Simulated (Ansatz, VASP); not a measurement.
## BeS in VASP and in Ansatz

```
Be S
1.0
     0.00000    2.38026    2.43431
     2.38026    0.00000    2.43431
     2.38026    2.38026    0.00000
Be S
1 1
Direct
  0.00000 0.00000 0.00000
  0.25000 0.25000 0.25000
```

Change from the starting cell: biaxial_xy strain -2.2%.

Alike in both runs: task single point; functional HSE06; k mesh 6 × 6 × 6; no spin polarisation.

```csv
,VASP,Ansatz
version,VASP 6.6.1,Ansatz 0.2.0
potentials or method,"VASP PAW PBE potentials, release 64 (Be, S)","plane waves, PAW"
plane-wave cutoff (eV),520,420
occupations,"gaussian, width 0.01 eV",fixed
valence electrons in the cell,8,8
```

VASP gave:

```
gap on the k mesh at the Fermi level (eV)                     : 3.86
pressure (GPa)                                                : 3.6
traceless stress, the component that is largest in VASP (GPa) : -1.64
```

Task: Which values does Ansatz return?

Result: gap on the k mesh at the Fermi level (eV): 3.87; pressure (GPa): 3.7; traceless stress, the component that is largest in VASP (GPa): -1.64.

Ansatz's warnings: stress exchange threshold loose, stress scf threshold loose.
